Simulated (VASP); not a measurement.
# Li2Se (Fm-3m) in VASP: single point with PBEsol

Aim: the single point of Li2Se with PBEsol.

All numbers are computed with VASP 6.6.1; they aren't measurements. Logs are shortened: lines on timing, memory, paths and dates and some standing lists are left out, and cuts for length are marked.

## Step 1: The cell of the first run

The structure is cubic, space group Fm-3m (No. 225). Conventional cell: a = 5.947 Å, b = 5.947 Å, c = 5.947 Å, α = 90.00°, β = 90.00°, γ = 90.00°. Li (site symmetry -43m) has 4 Se at 2.58 Å and 6 Li at 2.97 Å within 3.4 Å. Within 3.4 Å of Se (site symmetry m-3m) lie 8 Li at 2.58 Å.

## Step 2: Single point, PBEsol

INCAR reads:

```
SYSTEM = Li2Se
ALGO = Normal ; EDIFF = 1E-6
ENCUT = 750 ; GGA = PS
GGA_COMPAT = .False. ; ISIF = 2
ISMEAR = -1 ; ISYM = 0
LASPH = .True. ; LCHARG = .False.
LREAL = Auto ; LWAVE = .False.
NBANDS = 246 ; NCORE = 4
NELM = 120 ; PREC = Accurate
SIGMA = 0.05
```

KPOINTS reads:

```
Automatic mesh
0
Gamma
  1 1 1
  0.25 0.25 0.25
```

POSCAR reads:

```
Li2Se
1.0
   11.8946040000      0.0000000000      0.0000000000
    0.0000000000     11.8946040000      0.0000000000
    0.0000000000      0.0000000000     11.8946040000
Li Se
64 32
Direct
    0.3750000000      0.1250000000      0.1250000000
    0.3750000000      0.1250000000      0.6250000000
    0.3750000000      0.6250000000      0.1250000000
    0.3750000000      0.6250000000      0.6250000000
    0.8750000000      0.1250000000      0.1250000000
    0.8750000000      0.1250000000      0.6250000000
    0.8750000000      0.6250000000      0.1250000000
    0.8750000000      0.6250000000      0.6250000000
    0.1250000000      0.3750000000      0.1250000000
    0.1250000000      0.3750000000      0.6250000000
    0.1250000000      0.8750000000      0.1250000000
    0.1250000000      0.8750000000      0.6250000000
    0.6250000000      0.3750000000      0.1250000000
    0.6250000000      0.3750000000      0.6250000000
    0.6250000000      0.8750000000      0.1250000000
    0.6250000000      0.8750000000      0.6250000000
    0.1250000000      0.1250000000      0.3750000000
    0.1250000000      0.1250000000      0.8750000000
    0.1250000000      0.6250000000      0.3750000000
    0.1250000000      0.6250000000      0.8750000000
    0.6250000000      0.1250000000      0.3750000000
    0.6250000000      0.1250000000      0.8750000000
    0.6250000000      0.6250000000      0.3750000000
    0.6250000000      0.6250000000      0.8750000000
    0.1250000000      0.1250000000      0.1250000000
    0.1250000000      0.1250000000      0.6250000000
    0.1250000000      0.6250000000      0.1250000000
    0.1250000000      0.6250000000      0.6250000000
    0.6250000000      0.1250000000      0.1250000000
    0.6250000000      0.1250000000      0.6250000000
    0.6250000000      0.6250000000      0.1250000000
    0.6250000000      0.6250000000      0.6250000000
    0.3750000000      0.3750000000      0.3750000000
    0.3750000000      0.3750000000      0.8750000000
    0.3750000000      0.8750000000      0.3750000000
    0.3750000000      0.8750000000      0.8750000000
    0.8750000000      0.3750000000      0.3750000000
    0.8750000000      0.3750000000      0.8750000000
    0.8750000000      0.8750000000      0.3750000000
    0.8750000000      0.8750000000      0.8750000000
    0.3750000000      0.3750000000      0.1250000000
    0.3750000000      0.3750000000      0.6250000000
    0.3750000000      0.8750000000      0.1250000000
    0.3750000000      0.8750000000      0.6250000000
    0.8750000000      0.3750000000      0.1250000000
    0.8750000000      0.3750000000      0.6250000000
    0.8750000000      0.8750000000      0.1250000000
    0.8750000000      0.8750000000      0.6250000000
    0.3750000000      0.1250000000      0.3750000000
    0.3750000000      0.1250000000      0.8750000000
    0.3750000000      0.6250000000      0.3750000000
    0.3750000000      0.6250000000      0.8750000000
    0.8750000000      0.1250000000      0.3750000000
    0.8750000000      0.1250000000      0.8750000000
    0.8750000000      0.6250000000      0.3750000000
    0.8750000000      0.6250000000      0.8750000000
    0.1250000000      0.3750000000      0.3750000000
    0.1250000000      0.3750000000      0.8750000000
    0.1250000000      0.8750000000      0.3750000000
    0.1250000000      0.8750000000      0.8750000000
    0.6250000000      0.3750000000      0.3750000000
    0.6250000000      0.3750000000      0.8750000000
    0.6250000000      0.8750000000      0.3750000000
    0.6250000000      0.8750000000      0.8750000000
    0.0000000000      0.0000000000      0.0000000000
    0.0000000000      0.0000000000      0.5000000000
    0.0000000000      0.5000000000      0.0000000000
    0.0000000000      0.5000000000      0.5000000000
    0.5000000000      0.0000000000      0.0000000000
    0.5000000000      0.0000000000      0.5000000000
    0.5000000000      0.5000000000      0.0000000000
    0.5000000000      0.5000000000      0.5000000000
    0.2500000000      0.2500000000      0.0000000000
    0.2500000000      0.2500000000      0.5000000000
    0.2500000000      0.7500000000      0.0000000000
    0.2500000000      0.7500000000      0.5000000000
    0.7500000000      0.2500000000      0.0000000000
    0.7500000000      0.2500000000      0.5000000000
    0.7500000000      0.7500000000      0.0000000000
    0.7500000000      0.7500000000      0.5000000000
    0.2500000000      0.0000000000      0.2500000000
    0.2500000000      0.0000000000      0.7500000000
    0.2500000000      0.5000000000      0.2500000000
    0.2500000000      0.5000000000      0.7500000000
    0.7500000000      0.0000000000      0.2500000000
    0.7500000000      0.0000000000      0.7500000000
    0.7500000000      0.5000000000      0.2500000000
    0.7500000000      0.5000000000      0.7500000000
    0.0000000000      0.2500000000      0.2500000000
    0.0000000000      0.2500000000      0.7500000000
    0.0000000000      0.7500000000      0.2500000000
    0.0000000000      0.7500000000      0.7500000000
    0.5000000000      0.2500000000      0.2500000000
    0.5000000000      0.2500000000      0.7500000000
    0.5000000000      0.7500000000      0.2500000000
    0.5000000000      0.7500000000      0.7500000000
```

Potentials or basis: VASP PAW PBE potentials, release 64 (Li_sv, Se).

Run with:

```bash
$ cat potpaw_PBE.64/Li_sv/POTCAR potpaw_PBE.64/Se/POTCAR > POTCAR
$ mpirun -np 4 vasp_std > vasp.out
```

OUTCAR:

```text
SYSTEM = Li2Se
   EDIFF = 1E-6
   ENCUT = 750
   GGA = PS
   ISIF = 2
   ISMEAR = -1
   ISYM = 0
   LASPH = .True.
   LREAL = Auto
   NELM = 120
   PREC = Accurate

 ion  position               nearest neighbor table
   1  0.375  0.125  0.125-  69 2.58  73 2.58  81 2.58  93 2.58
   2  0.375  0.125  0.625-  70 2.58  74 2.58  82 2.58  94 2.58
   3  0.375  0.625  0.125-  71 2.58  75 2.58  83 2.58  95 2.58
   4  0.375  0.625  0.625-  72 2.58  76 2.58  84 2.58  96 2.58
   5  0.875  0.125  0.125-  65 2.58  77 2.58  85 2.58  89 2.58
   6  0.875  0.125  0.625-  66 2.58  78 2.58  86 2.58  90 2.58
[... 118 lines left out ...]
  95  0.500  0.750  0.250-   3 2.58  15 2.58  23 2.58  31 2.58  35 2.58  43 2.58  51 2.58  63 2.58

  96  0.500  0.750  0.750-   4 2.58  16 2.58  24 2.58  32 2.58  36 2.58  44 2.58  52 2.58  64 2.58

IMPORTANT INFORMATION: All symmetrisations will be switched off!
NOSYMM: (Re-)initialisation of all symmetry stuff for point group C_1.

----------------------------------------------------------------------------------------

                                     Primitive cell

  volume of cell :    1682.8677

  direct lattice vectors                    reciprocal lattice vectors
    11.894604000  0.000000000  0.000000000     0.084071735  0.000000000  0.000000000
     0.000000000 11.894604000  0.000000000     0.000000000  0.084071735  0.000000000
     0.000000000  0.000000000 11.894604000     0.000000000  0.000000000  0.084071735

  length of vectors
    11.894604000 11.894604000 11.894604000     0.084071735  0.084071735  0.084071735

  position of ions in fractional coordinates (direct lattice)
     0.375000000  0.125000000  0.125000000
     0.375000000  0.125000000  0.625000000
     0.375000000  0.625000000  0.125000000
     0.375000000  0.625000000  0.625000000
     0.875000000  0.125000000  0.125000000
     0.875000000  0.125000000  0.625000000
[... 88 lines left out ...]
     0.500000000  0.750000000  0.250000000
     0.500000000  0.750000000  0.750000000

  ion indices of the primitive-cell ions
   primitive index   ion index
                 1           1
                 2           2
                 3           3
                 4           4
                 5           5
                 6           6
[... 88 lines left out ...]
                95          95
                96          96

----------------------------------------------------------------------------------------

 KPOINTS: Automatic mesh

Automatic generation of k-mesh.
[... 49 lines left out ...]
   IBRION =     -1    ionic relax: 0-MD 1-quasi-New 2-CG
   NFREE  =      0    steps in history (QN), initial steepest desc. (CG)
   ISIF   =      2    stress and relaxation
   ISYM   =      0    0-nonsym 1-usesym 2-fastsym
   POTIM  = 0.5000    time-step for ionic-motion
   TEBEG  =    0.0;   TEEND  =   0.0 temperature during run
   PSTRESS=    0.0 pullay stress
   NELECT =     384.0000    total number of electrons
   NUPDOWN=      -1.0000    fix difference up-down
   EMIN   =  10.00;   EMAX   =-10.00  energy-range for DOS
   EFERMI =   0.00;   METHOD = LEGACY
   ISMEAR =    -1;   SIGMA  =   0.05  broadening in eV -4-tet -1-fermi 0-gaus
   EFERMI_NEDOS =   21; number of points for ismear=-14 and -15
   IALGO  =     38    algorithm
   IMIX   =      4    mixing-type and parameters
     AMIX     =   0.40;   BMIX     =  1.00
     AMIX_MAG =   1.60;   BMIX_MAG =  1.00
  volume/ion in A,a.u.               =      17.53       118.30
  Fermi-wavevector in a.u.,A,eV,Ry     =   1.000388  1.890460 13.616393  1.000777
  Thomas-Fermi vector in A             =   2.132741
   LORBIT       =      0    0 simple, 1 ext, 2 COOP (PROOUT), +10 PAW based schemes
   GGA     = PS    functional components
   LHFCALC =     F    Hartree Fock is set to
   AEXX    =    0.0000 exact exchange contribution
   IVDW    =     0    specifies the selected vdW correction
   LEPSILON=     F    determine dielectric tensor
   LRPA    =     F    only Hartree local field effects (RPA)
 non-spin polarized calculation
  energy-cutoff  :      750.00
  volume of cell :     1682.87
 maximum number of plane-waves:     78481
 NGX is ok and might be reduce to   108
   NGX = 53   NGY = 53   NGZ = 53

 number of electron     383.9999827 magnetization

 Free energy of the ion-electron system (eV)
  ---------------------------------------------------
  ext. energy  EPLUGINS =         0.00000000
  ---------------------------------------------------
  free energy    TOTEN  =      -369.94360939 eV

  energy without entropy =     -369.94360939  energy(sigma->0) =     -369.94360939

 E-fermi :   2.2282     XC(G=0):  -8.4875

 val. band max:        0.9865716167   @ k =  -0.2500   0.2500   0.2500
 cond. band min:       4.3815165604   @ k =   0.2500  -0.2500   0.2500
 fundamental gap:      3.3949449437
 Fermi energy:         2.2282157852

 k-point     1 :       0.2500    0.2500    0.2500
  band No.  band energies     occupation
      1     -42.8877      2.00000
      2     -42.8851      2.00000
      3     -42.8848      2.00000
      4     -42.8847      2.00000
      5     -42.8823      2.00000
      6     -42.8821      2.00000
[... 817 lines left out ...]
    203       5.6048      0.00000
    204       5.6048      0.00000
 [bands above 204 left out]

------------------------ aborting loop because EDIFF is reached ----------------------------------------

  FORCE on cell =-STRESS in cart. coord.  units (eV):
  Direction    XX          YY          ZZ          XY          YZ          ZX
  --------------------------------------------------------------------------------------
  -------------------------------------------------------------------------------------
  Total       -1.5860530     -1.5860572     -1.5860839     -0.0000308      0.0000129      0.0000434
  in kB       -1.5100048     -1.5100087     -1.5100342     -0.0000293      0.0000123      0.0000413
  external PRESSURE =      -1.5100159 kB  Pullay stress =       0.0000000 kB

 VOLUME and BASIS-vectors are now :
 -----------------------------------------------------------------------------
  energy-cutoff  :      750.00
  volume of cell :     1682.87
      direct lattice vectors                 reciprocal lattice vectors
    11.894604000  0.000000000  0.000000000     0.084071735  0.000000000  0.000000000
     0.000000000 11.894604000  0.000000000     0.000000000  0.084071735  0.000000000
     0.000000000  0.000000000 11.894604000     0.000000000  0.000000000  0.084071735

 POSITION                                       TOTAL-FORCE (eV/Angst)
 -----------------------------------------------------------------------------------
      4.46048      1.48683      1.48683         0.000001     -0.000000     -0.000005
      4.46048      1.48683      7.43413        -0.000002     -0.000004     -0.000001
      4.46048      7.43413      1.48683        -0.000004      0.000004      0.000003
      4.46048      7.43413      7.43413         0.000001     -0.000008      0.000004
     10.40778      1.48683      1.48683         0.000002     -0.000004      0.000001
     10.40778      1.48683      7.43413        -0.000002      0.000003      0.000005
[... 88 lines left out ...]
      5.94730      8.92095      2.97365         0.000001     -0.000006     -0.000005
      5.94730      8.92095      8.92095         0.000015     -0.000001      0.000004
 -----------------------------------------------------------------------------------
    total drift:                               -0.000025      0.000021     -0.000007

  FREE ENERGIE OF THE ION-ELECTRON SYSTEM (eV)
  ---------------------------------------------------
  free  energy   TOTEN  =      -369.9436093889 eV

  energy  without entropy=     -369.9436093889  energy(sigma->0) =     -369.94360939
```

It took 31 min on 4 MPI ranks of Intel Xeon 6975P-C (Granite Rapids), shared host; peak memory 0.94 GiB.

Results:

```
Free energy            : -369.9436 eV
Pressure               : -0.2 GPa
Band gap on the k mesh : 3.39 eV
```

Caveat: the PAW data sets were made with another functional, which shifts forces and pressure a little; a shifted mesh leaves out Γ, where band edges can lie. A k mesh can miss the band edges.
